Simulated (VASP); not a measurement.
# EuO (Fm-3m) in VASP: settings compared

The runs below take EuO through relaxation of cell and atoms, with PBE+D4, LDA.

Everything below comes from runs of VASP 6.6.1. Logs are shortened: lines on timing, memory, paths and dates and some standing lists are left out, and cuts for length are marked.

### 1 The cell of the first run

It takes space group Fm-3m (No. 225, cubic). The conventional cell has a = 5.144 Å, b = 5.144 Å, c = 5.144 Å, α = 90.00°, β = 90.00°, γ = 90.00°. Eu (site symmetry m-3m) has 6 O at 2.57 Å within 3.4 Å. O (site symmetry m-3m) has 6 Eu at 2.57 Å within 3.4 Å.

### 2 Relaxation of cell and atoms, PBE+D4, collinear spin, ferromagnetic start

The input, INCAR:

```
ALGO = Normal
EDIFF = 1E-7
EDIFFG = -0.01
ENCUT = 600
GGA = PE
GGA_COMPAT = False
IBRION = 2
ISIF = 3
ISMEAR = -1
ISPIN = 2
IVDW = 13
LASPH = True
LCHARG = False
LMAXMIX = 6
LORBIT = 11
LREAL = False
LWAVE = False
MAGMOM = 9.1 0
NELM = 200
NELMIN = 4
NSW = 80
PREC = Accurate
SIGMA = 0.1
```

The input, KPOINTS:

```
k-points
0
Gamma
  8 8 8
```

The input, POSCAR:

```
EuO
1.0
    3.6372870000      0.0000000000      0.0000000000
    1.8186435000      3.1499829429      0.0000000000
    1.8186435000      1.0499943143      2.9698323994
Eu O
1 1
Direct
    0.0000000000      0.0000000000      0.0000000000
    0.5000000000      0.5000000000      0.5000000000
```

Potentials or basis: VASP PAW PBE potentials, release 64 (Eu, O).

Run with:

```console
$ cat potpaw_PBE.64/Eu/POTCAR potpaw_PBE.64/O/POTCAR > POTCAR
$ mpirun -np 1 vasp_std > vasp.out
```

OUTCAR:

```text
EDIFF = 1E-7
   EDIFFG = -0.01
   ENCUT = 600
   GGA = PE
   IBRION = 2
   ISIF = 3
   ISMEAR = -1
   ISPIN = 2
   IVDW = 13
   LASPH = True
   LORBIT = 11
   LREAL = False
   NELM = 200
   NELMIN = 4
   NSW = 80
   PREC = Accurate

 ion  position               nearest neighbor table
   1  0.000  0.000  0.000-   2 2.57   2 2.57   2 2.57   2 2.57   2 2.57   2 2.57
   2  0.500  0.500  0.500-   1 2.57   1 2.57   1 2.57   1 2.57   1 2.57   1 2.57

  LATTYP: Found a face centered cubic cell.
 ALAT       =     5.1439006057

  Lattice vectors:

 A1 = (   3.6372870000,   0.0000000000,   0.0000000000)
 A2 = (   1.8186435000,   3.1499829429,   0.0000000000)
 A3 = (   1.8186435000,   1.0499943143,   2.9698323994)

Analysis of symmetry for initial positions (statically):
=====================================================================
 Subroutine PRICEL returns:
 Original cell was already a primitive cell.

 Routine SETGRP: Setting up the symmetry group for a
 face centered cubic supercell.

 Subroutine GETGRP returns: Found 48 space group operations
 (whereof 48 operations were pure point group operations)
 out of a pool of 48 trial point group operations.

The static configuration has the point symmetry O_h .

Analysis of symmetry for dynamics (positions and initial velocities):
=====================================================================
 Subroutine PRICEL returns:
 Original cell was already a primitive cell.

 Routine SETGRP: Setting up the symmetry group for a
 face centered cubic supercell.

 Subroutine GETGRP returns: Found 48 space group operations
 (whereof 48 operations were pure point group operations)
 out of a pool of 48 trial point group operations.

The dynamic configuration has the point symmetry O_h .

Analysis of structural, dynamic, and magnetic symmetry:
=====================================================================
 Subroutine PRICEL returns:
 Original cell was already a primitive cell.

 Routine SETGRP: Setting up the symmetry group for a
 face centered cubic supercell.

 Subroutine GETGRP returns: Found 48 space group operations
 (whereof 48 operations were pure point group operations)
 out of a pool of 48 trial point group operations.

The overall configuration has the point symmetry O_h .

 Subroutine INISYM returns: Found 48 space group operations
 (whereof 48 operations are pure point group operations),
 and found     1 'primitive' translations

----------------------------------------------------------------------------------------

                                     Primitive cell

  volume of cell :      34.0265

  direct lattice vectors                    reciprocal lattice vectors
     3.637287000  0.000000000  0.000000000     0.274930188 -0.158731018 -0.112239779
     1.818643500  3.149982943  0.000000000     0.000000000  0.317462037 -0.112239779
     1.818643500  1.049994314  2.969832399     0.000000000  0.000000000  0.336719338

  length of vectors
     3.637287000  3.637287000  3.637287000     0.336719338  0.336719338  0.336719338

  position of ions in fractional coordinates (direct lattice)
     0.000000000  0.000000000  0.000000000
     0.500000000  0.500000000  0.500000000

  ion indices of the primitive-cell ions
   primitive index   ion index
                 1           1
                 2           2

----------------------------------------------------------------------------------------

 KPOINTS: k-points

Automatic generation of k-mesh.
 Grid dimensions read from file:
 generate k-points for:    8    8    8

 Generating k-lattice:

  Cartesian coordinates                     Fractional coordinates (reciprocal lattice)
     0.034366274 -0.019841377 -0.014029972     0.125000000  0.000000000  0.000000000
     0.000000000  0.039682755 -0.014029972     0.000000000  0.125000000  0.000000000
     0.000000000  0.000000000  0.042089917     0.000000000  0.000000000  0.125000000

  Length of vectors
     0.042089917  0.042089917  0.042089917

  Shift w.r.t. Gamma in fractional coordinates (k-lattice)
     0.000000000  0.000000000  0.000000000

 Subroutine IBZKPT returns following result:
 ===========================================

 Found     29 irreducible k-points:

 Following reciprocal coordinates:
            Coordinates               Weight
  0.000000  0.000000  0.000000      1.000000
  0.125000  0.000000 -0.000000      8.000000
  0.250000  0.000000 -0.000000      8.000000
  0.375000  0.000000 -0.000000      8.000000
  0.500000  0.000000 -0.000000      4.000000
  0.125000  0.125000 -0.000000      6.000000
[... 16 lines left out ...]
  0.500000  0.250000  0.125000     48.000000
 -0.375000  0.250000  0.125000     24.000000
 [... further k-points ...]
   k-points           NKPTS =     29   k-points in BZ     NKDIM =     29   number of bands    NBANDS=     20
   number of dos      NEDOS =    301   number of ions     NIONS =      2
   total plane-waves  NPLWV =  27000
   dimension x,y,z NGX =    30 NGY =   30 NGZ =   30
   dimension x,y,z NGXF=    60 NGYF=   60 NGZF=   60
   ions per type =               1   1
   NGX,Y,Z   is equivalent  to a cutoff of  13.71, 13.71, 13.71 a.u.
   NGXF,Y,Z  is equivalent  to a cutoff of  27.42, 27.42, 27.42 a.u.
 SYSTEM =  unknown system
   PREC   = accura    normal or accurate (medium, high low for compatibility)
   ISTART =      0    job   : 0-new  1-cont  2-samecut
   ICHARG =      2    charge: 1-file 2-atom 10-const
   ISPIN  =      2    spin polarized calculation?
   LNONCOLLINEAR =      F non collinear calculations
   LSORBIT =      F    spin-orbit coupling
   LASPH  =      T    aspherical Exc in radial PAW
   ENCUT  =  600.0 eV  44.10 Ry    6.64 a.u.   7.26  7.26  7.26*2*pi/ulx,y,z
   NELM   =    200;   NELMIN=  4; NELMDL= -5     # of ELM steps
   EDIFF  = 0.1E-06   stopping-criterion for ELM
   LREAL  =      F    real-space projection
   EDIFFG = -.1E-01   stopping-criterion for IOM
   NSW    =     80    number of steps for IOM
   IBRION =      2    ionic relax: 0-MD 1-quasi-New 2-CG
   NFREE  =      1    steps in history (QN), initial steepest desc. (CG)
   ISIF   =      3    stress and relaxation
   ISYM   =      2    0-nonsym 1-usesym 2-fastsym
   POTIM  = 0.5000    time-step for ionic-motion
   TEBEG  =    0.0;   TEEND  =   0.0 temperature during run
   PSTRESS=    0.0 pullay stress
   NELECT =      23.0000    total number of electrons
   NUPDOWN=      -1.0000    fix difference up-down
   EMIN   =  10.00;   EMAX   =-10.00  energy-range for DOS
   EFERMI =   0.00;   METHOD = LEGACY
   ISMEAR =    -1;   SIGMA  =   0.10  broadening in eV -4-tet -1-fermi 0-gaus
   EFERMI_NEDOS =   21; number of points for ismear=-14 and -15
   IALGO  =     38    algorithm
   IMIX   =      4    mixing-type and parameters
     AMIX     =   0.40;   BMIX     =  1.00
     AMIX_MAG =   1.60;   BMIX_MAG =  1.00
  volume/ion in A,a.u.               =      17.01       114.81
  Fermi-wavevector in a.u.,A,eV,Ry     =   1.436740  2.715045 28.085446  2.064222
  Thomas-Fermi vector in A             =   2.555895
   LORBIT       =     11    0 simple, 1 ext, 2 COOP (PROOUT), +10 PAW based schemes
   GGA     = PE    functional components
   LHFCALC =     F    Hartree Fock is set to
   AEXX    =    0.0000 exact exchange contribution
   IVDW    =    13    specifies the selected vdW correction
   LEPSILON=     F    determine dielectric tensor
   LRPA    =     F    only Hartree local field effects (RPA)
 conjugate gradient relaxation of ions
 spin polarized calculation
  energy-cutoff  :      600.00
  volume of cell :       34.03
 maximum number of plane-waves:      1158
 NGX is ok and might be reduce to    30
   NGX = 15   NGY = 15   NGZ = 15

--------------------------------------- Ionic step        1  -------------------------------------------

 number of electron      22.9999999 magnetization       6.9468495

 Free energy of the ion-electron system (eV)
  ---------------------------------------------------
  ext. energy  EPLUGINS =         0.00000000
  ---------------------------------------------------
  free energy    TOTEN  =       -22.04395547 eV

  energy without entropy =      -21.98997624  energy(sigma->0) =      -22.01696586

------------------------ aborting loop because EDIFF is reached ----------------------------------------

  DFT-D4 for vdW energy calculation

  Edisp (eV):   -0.46788

  FORCE on cell =-STRESS in cart. coord.  units (eV):
  Direction    XX          YY          ZZ          XY          YZ          ZX
  --------------------------------------------------------------------------------------
  -------------------------------------------------------------------------------------
  Total      -1.45391    -1.45391    -1.45391     0.00000     0.00000    -0.00000
  in kB     -68.45891   -68.45891   -68.45891     0.00000     0.00000    -0.00000
  external pressure =      -68.46 kB  Pullay stress =        0.00 kB
[... 61 lines left out ...]
  energy  without entropy=      -22.5063903114  energy(sigma->0) =      -22.53501022

--------------------------------------- Ionic step        3  -------------------------------------------

 number of electron      22.9999999 magnetization       6.8975394

 Free energy of the ion-electron system (eV)
  ---------------------------------------------------
  ext. energy  EPLUGINS =         0.00000000
  ---------------------------------------------------
  free energy    TOTEN  =       -22.06305025 eV

  energy without entropy =      -22.00611641  energy(sigma->0) =      -22.03458333

 E-fermi :   5.2888     XC(G=0): -11.3097

 val. band max:        5.2696816313   @ k =   0.5000   0.3750  -0.0000
 cond. band min:       5.3627418078   @ k =   0.2500   0.2500  -0.0000
 fundamental gap:      0.0930601764
 Fermi energy:         5.2888263047

 spin component 1

 k-point     1 :       0.0000    0.0000    0.0000
  band No.  band energies     occupation
      1     -36.3237      1.00000
      2     -14.6083      1.00000
      3     -14.6083      1.00000
      4     -14.6083      1.00000
      5     -13.8178      1.00000
      6       1.1085      1.00000
[... 12 lines left out ...]
     19       6.8129      0.00000
[... 515 lines left out ...]
      6      -0.5077      1.00000
[... 12 lines left out ...]
     19      10.7551      0.00000
     20      13.0718      0.00000

 [... further k-points ...]

 spin component 2

 k-point     1 :       0.0000    0.0000    0.0000
  band No.  band energies     occupation
      1     -33.3131      1.00000
      2     -13.8719      1.00000
      3     -12.3350      1.00000
      4     -12.3350      1.00000
      5     -12.3350      1.00000
      6       1.2215      1.00000
[... 12 lines left out ...]
     19       9.8626      0.00000
[... 563 lines left out ...]
  FREE ENERGIE OF THE ION-ELECTRON SYSTEM (eV)
  ---------------------------------------------------
  free  energy   TOTEN  =       -22.5717387960 eV

  energy  without entropy=      -22.5148049577  energy(sigma->0) =      -22.54327188

 reached required accuracy - stopping structural energy minimisation

 total charge

# of ion       s       p       d       f       tot
--------------------------------------------------
    1        2.034   5.770   0.460   6.577  14.841
    2        1.553   3.423   0.000   0.000   4.976
--------------------------------------------------
tot          3.587   9.194   0.460   6.577  19.817

 magnetization (x)

# of ion       s       p       d       f       tot
--------------------------------------------------
    1       -0.012  -0.103   0.146   6.512   6.543
    2       -0.004  -0.087   0.000   0.000  -0.092
--------------------------------------------------
tot         -0.017  -0.190   0.146   6.512   6.451
```

It took 2.9 min on 1 thread of Intel Xeon 6975P-C (Granite Rapids), shared host; peak memory 0.24 GiB.

What came out:

- Free energy: -22.5717 eV
- Relaxed volume: 15.71 Å³/atom
- Relaxed cell: a = 3.542 Å, b = 3.542 Å, c = 3.542 Å, α = 60.00°, β = 60.00°, γ = 60.00°
- Space group after relaxing (to 0.1 Å): Fm-3m (No. 225)
- Energy gained by relaxing: 30.0 meV/atom
- Ionic steps: 3
- Pressure after relaxing: 0.0 GPa
- Net moment: 6.90 μB per cell
- Site moments: Eu +6.54; O -0.09 μB
- Valence electrons inside the program's atomic spheres: Eu 14.84; O 4.98
- Dispersion energy per atom: -0.254 eV

Step by step:
```csv
step,energy change (eV),largest force (eV/Å),pressure (GPa),volume (Å³)
1,0.0000,0.0000,-6.85,34.03
2,-0.0518,0.0000,3.11,30.57
3,-0.0599,0.0000,0.01,31.43
```

Final structure:
```
Eu O
1.0
     3.54230    0.00000    0.00000
     1.77115    3.06772    0.00000
     1.77115    1.02257    2.89227
Eu O
1 1
Direct
  0.00000 0.00000 0.00000
  0.50000 0.50000 0.50000
```

Levels at points of the mesh, in eV from the Fermi level:
Spin up:
```csv
k point,band 13,band 14,band 15,band 16,band 17,band 18
"(0.00, 0.00, 0.00)",-0.10,-0.04,-0.04,-0.04,1.52,1.52
"(0.50, 0.00, 0.00)",-0.44,-0.42,-0.39,2.32,4.54,4.54
"(0.50, 0.50, 0.00)",-0.54,-0.45,-0.16,-0.16,3.74,5.98
```
Spin down:
```csv
k point,band 5,band 6,band 7,band 8,band 9,band 10,band 11,band 12
"(0.00, 0.00, 0.00)",-17.62,-4.07,-4.07,-4.07,0.99,2.62,2.62,2.62
"(0.50, 0.00, 0.00)",-16.31,-6.19,-5.27,-5.27,3.12,3.51,3.93,3.93
"(0.50, 0.50, 0.00)",-18.15,-3.94,-3.94,-3.91,-0.58,3.99,4.06,4.20
```

Caveat: spin-orbit coupling is left out, which moves the levels of the heavy elements; a cell with one magnetic atom can't hold antiferromagnetic order, which such compounds often take; semilocal functionals describe open f shells poorly, which spoils levels, moments and volumes. The state reached can hang on the start; a lower one may exist.

### 3 Relaxation of cell and atoms, LDA, collinear spin, ferromagnetic start

The input, INCAR:

```
SYSTEM = EuO
PREC = Accurate
ENCUT = 600
EDIFF = 1E-7
ISMEAR = -1
SIGMA = 0.1
LREAL = .FALSE.
LASPH = .TRUE.
NELM = 200
ALGO = Normal
ISIF = 3
LWAVE = .FALSE.
LCHARG = .FALSE.
ISPIN = 2
MAGMOM = 9.1 0
LORBIT = 11
LMAXMIX = 6
GGA = CA
IBRION = 2
NSW = 80
EDIFFG = -0.01
GGA_COMPAT = .FALSE.
NELMIN = 4
```

The input, KPOINTS:

```
regular mesh
0
G
  8 8 8
  0 0 0
```

POSCAR is that of step 2.

Potentials or basis: VASP PAW PBE potentials, release 64 (Eu, O).

Run with:

```console
$ cat potpaw_PBE.64/Eu/POTCAR potpaw_PBE.64/O/POTCAR > POTCAR
$ mpirun -np 1 vasp_std > vasp.out
```

It took 2.5 min on 1 thread of Intel Xeon 6975P-C (Granite Rapids), shared host; peak memory 0.2 GiB.

It converged, with:

| Property | Result |
| --- | --- |
| Free energy | -23.2760 eV |
| Relaxed volume | 14.74 Å³/atom |
| Relaxed cell | a = 3.467 Å, b = 3.467 Å, c = 3.467 Å, α = 60.00°, β = 60.00°, γ = 60.00° |
| Space group after relaxing (to 0.1 Å) | Fm-3m (No. 225) |
| Energy gained by relaxing | 108.1 meV/atom |
| Ionic steps | 3 |
| Pressure after relaxing | 0.0 GPa |
| Net moment | -6.78 μB per cell |
| Site moments | Eu -6.49; O +0.07 μB |
| Valence electrons inside the program's atomic spheres | Eu 14.82; O 4.96 |

Step by step:
| step | energy change (eV) | largest force (eV/Å) | pressure (GPa) | volume (Å³) |
| --- | --- | --- | --- | --- |
| 1 | 0.0000 | 0.0000 | -13.26 | 34.03 |
| 2 | -0.1598 | 0.0000 | 10.05 | 27.55 |
| 3 | -0.2162 | 0.0000 | -0.03 | 29.48 |

Final structure:
```xyz
2
Lattice="3.4673 0.0000 0.0000 1.7337 3.0028 0.0000 1.7337 1.0009 2.8311" Properties=species:S:1:pos:R:3 pbc="T T T"
Eu    1.7337    1.0009    2.8311
O     3.4673    2.0019    1.4155
```

Levels at points of the mesh, in eV from the Fermi level:
Spin up:
```tsv
k point	band 6	band 7	band 8	band 9	band 10	band 11
(0.00, 0.00, 0.00)	-4.15	-4.15	-4.15	1.16	2.44	2.44
(0.50, 0.00, 0.00)	-6.48	-5.51	-5.51	3.10	3.12	3.48
(0.50, 0.50, 0.00)	-3.92	-3.92	-3.78	-1.03	3.56	3.61
```
Spin down:
| k point | band 13 | band 14 | band 15 | band 16 | band 17 | band 18 |
| --- | --- | --- | --- | --- | --- | --- |
| (0.00, 0.00, 0.00) | 0.04 | 0.04 | 0.04 | 0.48 | 1.55 | 1.55 |
| (0.50, 0.00, 0.00) | -0.43 | -0.40 | -0.34 | 2.57 | 4.86 | 4.86 |
| (0.50, 0.50, 0.00) | -0.52 | -0.43 | -0.09 | -0.09 | 4.24 | 6.31 |

Caveat: the PAW data sets were made with another functional, which shifts forces and pressure a little; spin-orbit coupling is left out, which moves the levels of the heavy elements; a cell with one magnetic atom can't hold antiferromagnetic order, which such compounds often take; semilocal functionals describe open f shells poorly, which spoils levels, moments and volumes. The state reached can hang on the start; a lower one may exist.
